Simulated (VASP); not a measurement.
Cs, 1 atom in the cell. The structure is cubic, space group Pm-3m (No. 221). Conventional cell: a = 4.970 Å, b = 4.970 Å, c = 4.970 Å, α = 90.00°, β = 90.00°, γ = 90.00°. 

* Program: VASP 6.6.1
* Task: relaxation of cell and atoms
* Functional: PBE
* Potentials or basis: VASP PAW PBE potentials, release 64 (Cs_sv)
* Cutoff: 600 eV
* k mesh: 8 × 8 × 8
* Occupations: fermi-dirac, width 0.1 eV
* Spin: no spin polarisation
* Dipole correction: no
* Further INCAR settings: ALGO = Normal; EDIFF = 1e-06; IBRION = 2; EDIFFG = -0.01; NSW = 80; ISIF = 3

Potentials or basis: VASP PAW PBE potentials, release 64 (Cs_sv).

Command:

```console
$ cat potpaw_PBE.64/Cs_sv/POTCAR > POTCAR
$ mpirun -np 1 vasp_std > vasp.out
```

Hardware: 1 thread of Intel Xeon 6975P-C (shared host).

**Question.** Estimate the wall time of this run.

**Answer.** Wall time 73 s on 1 thread of Intel Xeon 6975P-C, with other jobs on the host, peak memory 0.26 GiB. Counts: scf iterations 37, k points 35, ion steps 5.
